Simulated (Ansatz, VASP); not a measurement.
# Ta: VASP beside Ansatz

INCAR

```
SYSTEM = Ta
  PREC = Accurate
  ENCUT = 600
  EDIFF = 1E-6
  ISMEAR = 0
  SIGMA = 0.05
  LREAL = .FALSE.
  LASPH = .TRUE.
  NELM = 100
  ALGO = Normal
  ISIF = 3
  LWAVE = .FALSE.
  LCHARG = .FALSE.
  GGA = PE
  IBRION = 2
  NSW = 80
  EDIFFG = -0.03
```

File KPOINTS:

```
Automatic mesh
0
G
  8 8 4
  0 0 0
```

Contents of POSCAR:

```
Ta
1.0
    2.9486675574      0.0000000000      0.0000000000
   -1.4743337787      2.5536210121      0.0000000000
    0.0000000000      0.0000000000      4.8161570105
Ta
2
Direct
    0.3333333333      0.6666666667      0.7500000000
    0.6666666667      0.3333333333      0.2500000000
```

Input for Ansatz:

```yaml
crystal:
  lattice:
    - [2.9486675574, 0.0, 0.0]
    - [-1.4743337787, 2.5536210121, 0.0]
    - [0.0, 0.0, 4.8161570105]
  atoms:
    - { symbol: Ta, position: [0.3333333333, 0.6666666667, 0.75] }
    - { symbol: Ta, position: [0.6666666667, 0.3333333333, 0.25] }
basis:
  ecutwfc: 420
  ecutrho_ratio: 4
kpoints:
  mp_grid: { grid: [8, 8, 4] }
hamiltonian:
  xc: pbe
scf:
  occupations: { method: gaussian, width: 0.05 }
output:
  forces: true
  stress: true
  eigenvalues: true
relax:
  f_tol: 0.03
  max_steps: 60
  cell: { stress_tol: 0.6 }
```

Alike in both runs: task relaxation of cell and atoms; functional PBE; k mesh 8 × 8 × 4; occupations gaussian, width 0.05 eV; no spin polarisation.

```csv
,VASP,Ansatz
version,VASP 6.6.1,Ansatz 0.2.0
potentials or method,"VASP PAW PBE potentials, release 64 (Ta_pv), cutoff 600 eV","scalar-relativistic, plane waves, PAW"
valence electrons in the cell,22,26
```

|  | VASP | Ansatz | Ansatz less VASP |
| --- | --- | --- | --- |
| relaxed volume (Å³/atom) | 18.73 | 18.72 | -0.004 |
| relaxed cell length with the largest relative difference (Å) | 5.142 | 5.138 | -0.0041 |

VASP's potentials hold 22 valence electrons a cell and Ansatz's 26, so a difference there can come from the potentials and not from the codes.

Spin-orbit coupling is off throughout.
